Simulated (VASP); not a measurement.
## Pt: single point with r2SCAN+rVV10

Pt:

```
Pt
1.0
     0.00000    1.96239    1.96239
     1.96239    0.00000    1.96239
     1.96239    1.96239    0.00000
Pt
1
Direct
  0.00000 0.00000 0.00000
```

- Program: VASP 6.6.1
- Task: single point
- Functional: r2SCAN
- Dispersion: rVV10
- Potentials or basis: VASP PAW PBE potentials, release 64 (Pt)
- Cutoff: 550 eV
- k mesh: 18 × 18 × 18
- Occupations: gaussian, width 0.1 eV
- Spin: no spin polarisation

The pressure is 2.1 GPa. The band gap on the k mesh is zero (band 5 reaches 11.50 eV, above the bottom of band 6 at 9.13 eV).

Levels at points of the mesh, in eV from the Fermi level:
```
           k point  band 3  band 4  band 5  band 6  band 7  band 8
(0.00, 0.00, 0.00)   -3.91   -3.91   -1.75   -1.75   15.46   20.62
(0.50, 0.00, 0.00)   -4.01   -0.33    0.02    0.02    6.13   15.10
(0.50, 0.50, 0.00)   -0.06    0.52    0.52    1.92    9.31   11.99
```

Run time: 51 s on 1 thread of Intel(R) Xeon(R) 6975P-C (Granite Rapids) (shared host), peak memory 0.23 GiB.

Caveat: the PAW data sets were made with another functional, which shifts forces and pressure a little; spin-orbit coupling is left out, which moves the levels of the heavy elements.
